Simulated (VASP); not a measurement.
BN: single point with r2SCAN

BN:

```
CELL_PARAMETERS angstrom
0.00000 1.74583 1.74583
1.74583 0.00000 1.74583
1.74583 1.74583 0.00000
ATOMIC_POSITIONS crystal
B 0.00000 0.00000 0.00000
N 0.50000 0.50000 0.50000
```

| Property | Result |
| --- | --- |
| Program | VASP 6.6.1 |
| Task | single point |
| Functional | r2SCAN |
| Potentials or basis | VASP PAW PBE potentials, release 64 (B, N) |
| Cutoff | 520 eV |
| k mesh | 8 × 8 × 8 |
| Occupations | gaussian, width 0.05 eV |
| Spin | no spin polarisation |
| Dipole correction | no |
| Further INCAR settings | ALGO = Normal; EDIFF = 1e-06; NBANDS = 11 |

```yaml
Pressure: 0.4 GPa
Band_gap_on_the_k_mesh: 1.48 eV, indirect (least direct gap 6.51 eV)
```

Levels at points of the mesh, in eV from the valence-band top:
| k point | band 1 | band 2 | band 3 | band 4 | band 5 | band 6 | band 7 | band 8 | band 9 |
| --- | --- | --- | --- | --- | --- | --- | --- | --- | --- |
| (0.00, 0.00, 0.00) | -23.57 | -0.77 | -0.77 | -0.77 | 9.97 | 13.30 | 13.30 | 13.30 | 19.54 |
| (0.50, 0.00, 0.00) | -18.20 | -13.02 | -0.59 | -0.59 | 5.92 | 5.92 | 8.08 | 14.84 | 24.48 |
| (0.50, 0.50, 0.00) | -15.36 | -12.19 | -5.76 | -5.76 | 1.48 | 9.74 | 16.02 | 16.02 | 17.79 |

Wall time 14 s on 1 thread of Intel Xeon 6975P-C (shared host), peak memory 0.11 GiB.

Caveat: the PAW data sets were made with another functional, which shifts forces and pressure a little. A k mesh can miss the band edges.
